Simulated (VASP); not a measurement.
# O (I4_1/amd) in VASP: a series of runs, part 2 of 2

VASP 6.6.1. Earlier steps stand in the parts before.

**3. Relaxation of cell and atoms, PBE**

File INCAR:

```
SYSTEM = O
PREC = Accurate
ENCUT = 600
EDIFF = 1E-7
ISMEAR = 0
SIGMA = 0.1
LREAL = .FALSE.
LASPH = .TRUE.
NELM = 100
ALGO = Normal
ISIF = 3
LWAVE = .FALSE.
LCHARG = .FALSE.
GGA = PE
IBRION = 2
NSW = 100
EDIFFG = -0.01
```

File KPOINTS:

```
regular mesh
0
G
  24 24 24
  0 0 0
```

File POSCAR:

```
O
1.0
   -1.7349724474      1.7349724474      1.4531516236
    1.7349724474     -1.7349724474      1.4531516236
    1.7349724474      1.7349724474     -1.4531516236
O
2
Direct
    0.0000000000      0.0000000000      0.0000000000
    0.7500000000      0.2500000000      0.5000000000
```

Potentials or basis: VASP PAW PBE potentials, release 64 (O).

Command:

```bash
$ cat potpaw_PBE.64/O/POTCAR > POTCAR
$ mpirun -np 1 vasp_std > vasp.out
```

OUTCAR:

```text
SYSTEM = O
   PREC = Accurate
   ENCUT = 600
   EDIFF = 1E-7
   ISMEAR = 0
   LREAL = .FALSE.
   LASPH = .TRUE.
   NELM = 100
   ISIF = 3
   GGA = PE
   IBRION = 2
   NSW = 100
   EDIFFG = -0.01

 ion  position               nearest neighbor table
   1  0.000  0.000  0.000-   2 1.88   2 1.88   2 1.88   2 1.88
   2  0.750  0.250  0.500-   1 1.88   1 1.88   1 1.88   1 1.88

  LATTYP: Found a body centered tetragonal cell.
 ALAT       =     3.4699448948
 C/A-ratio  =     0.8375646690

  Lattice vectors:

[... 539 lines left out ...]
      5      -1.7485      2.00000
      6       1.5182      2.00000
      7       2.8807      0.00000
      8       3.1272      0.00000
      9      19.3552      0.00000
     10      20.0575      0.00000

 [... further k-points ...]
[... 5 lines left out ...]
  --------------------------------------------------------------------------------------
  -------------------------------------------------------------------------------------
  Total        0.0165713      0.0165713     -0.0093753      0.0000000     -0.0000000      0.0000000
  in kB        1.5206661      1.5206661     -0.8603185      0.0000000     -0.0000000      0.0000000
  external PRESSURE =       0.7270046 kB  Pullay stress =       0.0000000 kB

 VOLUME and BASIS-vectors are now :
 -----------------------------------------------------------------------------
  energy-cutoff  :      600.00
  volume of cell :       17.46
      direct lattice vectors                 reciprocal lattice vectors
    -1.733647926  1.733647926  1.452287873     0.000000000  0.288409193  0.344284359
     1.733647926 -1.733647926  1.452287873     0.288409193  0.000000000  0.344284359
     1.733647926  1.733647926 -1.452287873     0.288409193  0.288409193  0.000000000

 POSITION                                       TOTAL-FORCE (eV/Angst)
 -----------------------------------------------------------------------------------
      0.00000      0.00000      0.00000         0.000000     -0.000000      0.000000
      0.00000      1.73365      0.72614        -0.000000      0.000000     -0.000000
 -----------------------------------------------------------------------------------
    total drift:                                0.000000      0.000000     -0.000000

  FREE ENERGIE OF THE ION-ELECTRON SYSTEM (eV)
  ---------------------------------------------------
  free  energy   TOTEN  =        -6.4952225318 eV

  energy  without entropy=       -6.4925264757  energy(sigma->0) =       -6.49387450

 reached required accuracy - stopping structural energy minimisation
```

OSZICAR:

```text
N       E                     dE             d eps       ncg     rms          rms(c)
DAV:   1     0.399929810301E+02    0.39993E+02   -0.77258E+03 21512   0.130E+03
DAV:   2    -0.536948854966E+01   -0.45362E+02   -0.43648E+02 29166   0.223E+02
DAV:   3    -0.656554467932E+01   -0.11961E+01   -0.11809E+01 23964   0.338E+01
DAV:   4    -0.656984874762E+01   -0.43041E-02   -0.43025E-02 22306   0.231E+00
DAV:   5    -0.656986193619E+01   -0.13189E-04   -0.13188E-04 23088   0.126E-01    0.331E+00
DAV:   6    -0.651300709317E+01    0.56855E-01   -0.37304E-02 22620   0.144E+00    0.174E+00
DAV:   7    -0.649489206190E+01    0.18115E-01   -0.48494E-02 23130   0.169E+00    0.104E-01
DAV:   8    -0.649520643388E+01   -0.31437E-03   -0.99218E-04 21954   0.311E-01    0.352E-02
DAV:   9    -0.649520018077E+01    0.62531E-05   -0.27913E-05 23490   0.452E-02    0.743E-03
DAV:  10    -0.649520100389E+01   -0.82312E-06   -0.15912E-06 21870   0.148E-02    0.171E-03
DAV:  11    -0.649520096896E+01    0.34929E-07   -0.65422E-08 13856   0.304E-03
   1 F= -.64952010E+01 E0= -.64938490E+01  d E =-.649520E+01
       N       E                     dE             d eps       ncg     rms          rms(c)
DAV:   1    -0.649547591492E+01   -0.27491E-03   -0.65835E-03 21330   0.955E-01    0.115E-01
DAV:   2    -0.649525490626E+01    0.22101E-03   -0.34674E-04 21482   0.198E-01    0.427E-02
DAV:   3    -0.649522301922E+01    0.31887E-04   -0.11104E-04 21444   0.112E-01    0.354E-03
DAV:   4    -0.649522249061E+01    0.52861E-06   -0.91613E-07 22056   0.125E-02    0.161E-03
DAV:   5    -0.649522253177E+01   -0.41157E-07   -0.11990E-07 12140   0.359E-03
   2 F= -.64952225E+01 E0= -.64938745E+01  d E =-.215628E-04
```

CONTCAR:

```text
O
   1.00000000000000
    -1.7336479258118940    1.7336479258118940    1.4522878727648747
     1.7336479258118940   -1.7336479258118940    1.4522878727648747
     1.7336479258118940    1.7336479258118940   -1.4522878727648747
  O
     2
Direct
     0.0000000000000000    0.0000000000000000    0.0000000000000000
     0.7500000000000000    0.2500000000000000    0.5000000000000000

  0.00000000E+00  0.00000000E+00  0.00000000E+00
  0.00000000E+00  0.00000000E+00  0.00000000E+00
```

Wall time 2.3 min (1 thread of Intel Xeon Platinum 8259CL at 2.50GHz (Skylake/Cascade Lake), shared host); peak memory 0.29 GiB.

Results:

```
Free energy                            : -6.4952 eV
Relaxed volume                         : 8.73 Å³/atom
Relaxed cell                           : a = 2.850 Å, b = 2.850 Å, c = 2.850 Å, α = 105.05°, β = 105.05°, γ = 118.72°
Space group after relaxing (to 0.05 Å) : I4_1/amd (No. 141)
Energy gained by relaxing              : 0.0 meV/atom
Ionic steps                            : 2
Pressure after relaxing                : 0.1 GPa
Band gap on the k mesh                 : zero (band 6 reaches 2.00 eV, above the bottom of band 7 at 1.65 eV)
```

Stress tensor (GPa, compression positive):
```
 0.15  0.00  0.00
 0.00  0.15  0.00
 0.00  0.00 -0.09
```

Final structure:
```xyz
2
Lattice="-1.7336 1.7336 1.4523 1.7336 -1.7336 1.4523 1.7336 1.7336 -1.4523" Properties=species:S:1:pos:R:3 pbc="T T T"
O     0.0000    0.0000    0.0000
O     0.0000    1.7336    0.7261
```

Levels at points of the mesh, in eV from the Fermi level:
| k point | band 3 | band 4 | band 5 | band 6 | band 7 | band 8 | band 9 | band 10 |
| --- | --- | --- | --- | --- | --- | --- | --- | --- |
| (0.00, 0.00, 0.00) | -4.68 | -4.68 | -1.65 | -1.20 | 1.09 | 1.09 | 12.82 | 18.20 |
| (0.50, 0.00, 0.00) | -5.81 | -5.59 | -3.63 | -0.26 | 1.03 | 1.15 | 17.51 | 18.43 |
| (0.50, 0.50, 0.00) | -4.17 | -4.17 | -1.80 | -1.80 | 0.87 | 0.87 | 15.24 | 15.24 |
| (0.50, 0.50, 0.50) | -7.64 | -7.64 | -2.05 | -2.05 | 2.81 | 2.81 | 16.82 | 16.82 |

**4. Single point, PBE, collinear spin, ferromagnetic start**

File INCAR:

```
SYSTEM = O
  PREC = Accurate
  ENCUT = 520
  EDIFF = 1E-6
  ISMEAR = 0
  SIGMA = 0.1
  LREAL = .False.
  LASPH = .True.
  NELM = 150
  ALGO = Normal
  ISIF = 2
  LWAVE = .False.
  LCHARG = .True.
  ISPIN = 2
  MAGMOM = 1 1
  LORBIT = 11
  GGA = PE
  LELF = .True.
  LVHAR = .True.
  NBANDS = 17
```

File KPOINTS:

```
Automatic mesh
0
Gamma
  8 8 8
  0 0 0
```

POSCAR is that of step 3.

Command:

```bash
$ cat potpaw_PBE.64/O/POTCAR > POTCAR
$ mpirun -np 1 vasp_std > vasp.out
```

It took 28 s on 1 thread of Intel Xeon Platinum 8259CL at 2.50GHz (Skylake/Cascade Lake), shared host; peak memory 0.15 GiB.

Results (log left out):

* Free energy: -6.4956 eV
* Pressure: -0.1 GPa
* Net moment: 0.00 μB per cell
* Valence electrons inside the program's atomic spheres: O 4.61

Stress tensor (GPa, compression positive):
```
-0.14  0.00  0.00
 0.00 -0.14  0.00
 0.00  0.00  0.04
```

Levels at points of the mesh, in eV from the Fermi level:
Spin up:
| k point | band 2 | band 3 | band 4 | band 5 | band 6 | band 7 | band 8 | band 9 | band 10 | band 11 |
| --- | --- | --- | --- | --- | --- | --- | --- | --- | --- | --- |
| (0.00, 0.00, 0.00) | -13.34 | -4.70 | -4.70 | -1.67 | -1.23 | 1.06 | 1.06 | 12.78 | 18.16 | 23.36 |
| (0.50, 0.00, 0.00) | -16.23 | -5.82 | -5.61 | -3.65 | -0.29 | 1.00 | 1.12 | 17.46 | 18.39 | 18.43 |
| (0.50, 0.50, 0.00) | -18.53 | -4.19 | -4.19 | -1.83 | -1.83 | 0.84 | 0.84 | 15.21 | 15.21 | 25.28 |
| (0.50, 0.50, 0.50) | -17.60 | -7.65 | -7.65 | -2.07 | -2.07 | 2.78 | 2.78 | 16.78 | 16.78 | 22.36 |
Spin down:
```tsv
k point	band 3	band 4	band 5	band 6	band 7	band 8	band 9	band 10
(0.00, 0.00, 0.00)	-4.70	-4.70	-1.67	-1.23	1.06	1.06	12.78	18.16
(0.50, 0.00, 0.00)	-5.82	-5.61	-3.65	-0.29	1.00	1.12	17.46	18.39
(0.50, 0.50, 0.00)	-4.19	-4.19	-1.83	-1.83	0.84	0.84	15.21	15.21
(0.50, 0.50, 0.50)	-7.65	-7.65	-2.07	-2.07	2.78	2.78	16.78	16.78
```

**5. Overview**

| task | spin | cell | k mesh | cutoff (eV) | gap on the mesh (eV) | pressure (GPa) |
| --- | --- | --- | --- | --- | --- | --- |
| single point | off | a = 2.852 Å, angles 105.1, 105.1, 118.6°, 2 atoms | 24 × 24 × 24 | 520 | none | -0.1 |
| relaxation of cell and atoms | off | relaxed from a = 2.852 Å, angles 105.1, 105.1, 118.7°, 2 atoms | 24 × 24 × 24 | 600 | none | 0.1 |
| single point | collinear, ferromagnetic start | a = 2.852 Å, angles 105.1, 105.1, 118.7°, 2 atoms | 8 × 8 × 8 | 520 | - | -0.1 |

Alike in all rows: level PBE; potentials or basis VASP PAW PBE potentials, release 64 (O); smearing gaussian 0.1 eV.

Absolute energies hang on the potentials; compare differences alone.
